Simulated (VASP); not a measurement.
Input of a VASP 6.6.1 run:

Contents of INCAR:

```
SYSTEM = TePt
  PREC = Accurate
  ENCUT = 600
  EDIFF = 1E-7
  ISMEAR = -1
  SIGMA = 0.15
  LREAL = .False.
  LASPH = .True.
  NELM = 100
  ALGO = Normal
  ISIF = 3
  LWAVE = .False.
  LCHARG = .False.
  GGA = PS
  IBRION = 2
  NSW = 80
  EDIFFG = -0.001
```

The input KPOINTS:

```
Automatic mesh
0
Gamma
  12 12 12
  0 0 0
```

The input POSCAR:

```
TePt
1.0
    1.9819553970      1.1442824820      6.6108690335
   -1.9819553970      1.1442824820      6.6108690335
    0.0000000000     -2.2885649640      6.6108690335
Te Pt
2 2
Direct
    0.5984788824      0.5984788824      0.5984788824
    0.4015211176      0.4015211176      0.4015211176
    0.8698134318      0.8698134318      0.8698134318
    0.1301865682      0.1301865682      0.1301865682
```

Potentials or basis: VASP PAW PBE potentials, release 64 (Te, Pt).

The run is started by

```console
$ cat potpaw_PBE.64/Te/POTCAR potpaw_PBE.64/Pt/POTCAR > POTCAR
$ mpirun -np 1 vasp_std > vasp.out
```

Task: Predict the relaxed cell.

Result: a = 7.000 Å, b = 7.000 Å, c = 7.000 Å, α = 32.87°, β = 32.87°, γ = 32.87°.

Task: Estimate the band gap on the k mesh.

Result: Zero (bands 16 and 17 overlap by 2.62 eV).

Step by step:
```csv
step,energy change (eV),largest force (eV/Å),pressure (GPa),volume (Å³)
1,0.0000,0.0258,0.03,89.96
2,0.0000,0.0043,-0.09,90.02
3,0.0000,0.0060,-0.09,90.01
4,-0.0001,0.0061,-0.04,89.97
5,-0.0001,0.0097,-0.01,89.94
6,-0.0001,0.0109,0.00,89.93
7,-0.0001,0.0079,0.00,89.93
8,-0.0001,0.0045,0.01,89.92
9,-0.0001,0.0023,-0.02,89.93
10,-0.0001,0.0027,-0.01,89.92
11,-0.0001,0.0016,-0.01,89.91
12,-0.0001,0.0029,0.00,89.89
13,-0.0001,0.0019,0.00,89.90
14,-0.0001,0.0008,0.00,89.90
```

Caveat: the PAW data sets were made with another functional, which shifts forces and pressure a little; spin-orbit coupling is left out, which moves the levels of the heavy elements.
